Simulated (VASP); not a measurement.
Set up this calculation in VASP 6.6.1, as the native input.

```
Task                   : single point
Functional             : PBEsol
Potentials or basis    : VASP PAW PBE potentials, release 64 (Hg, Te)
Cutoff                 : 520 eV
k mesh                 : 6 × 6 × 5
Occupations            : fermi-dirac, width 0.05 eV
Spin                   : no spin polarisation
Dipole correction      : no
Further INCAR settings : ALGO = Normal; EDIFF = 1e-06; NBANDS = 26
```

The structure of HgTe lies in POSCAR:

```
HgTe
1.0
    3.0318977528     -3.5125517187      0.0000000000
    3.0318977528      3.5125517187      0.0000000000
    0.0000000000      0.0000000000      5.8744572894
Hg Te
2 2
Direct
    0.6569500000      0.3430500000      0.2500000000
    0.3430500000      0.6569500000      0.7500000000
    0.2151910000      0.7848090000      0.2500000000
    0.7848090000      0.2151910000      0.7500000000
```

These files were run (other wordings do the same):

INCAR

```
PREC = Accurate
ENCUT = 520
EDIFF = 1E-6
ISMEAR = -1
SIGMA = 0.05
LREAL = False
LASPH = True
NELM = 100
ALGO = Normal
ISIF = 2
LWAVE = False
LCHARG = False
GGA = PS
NBANDS = 26
```

KPOINTS

```
Automatic mesh
0
Gamma
  6 6 5
```

Potentials or basis: VASP PAW PBE potentials, release 64 (Hg, Te).

Run with:

```bash
$ cat potpaw_PBE.64/Hg/POTCAR potpaw_PBE.64/Te/POTCAR > POTCAR
$ mpirun -np 1 vasp_std > vasp.out
```

Results of the run:

```yaml
Pressure: -4.6 GPa
Largest_force: 0.283 eV/Å
Band_gap_on_the_k_mesh: zero (band 18 reaches 3.61 eV, above the bottom of band 19 at 1.71 eV)
```

Caveat: the PAW data sets were made with another functional, which shifts forces and pressure a little; spin-orbit coupling is left out, which moves the levels of the heavy elements.

Wall time 100 s on 1 thread of Intel Xeon 6975P-C, with other jobs on the host, peak memory 0.31 GiB.
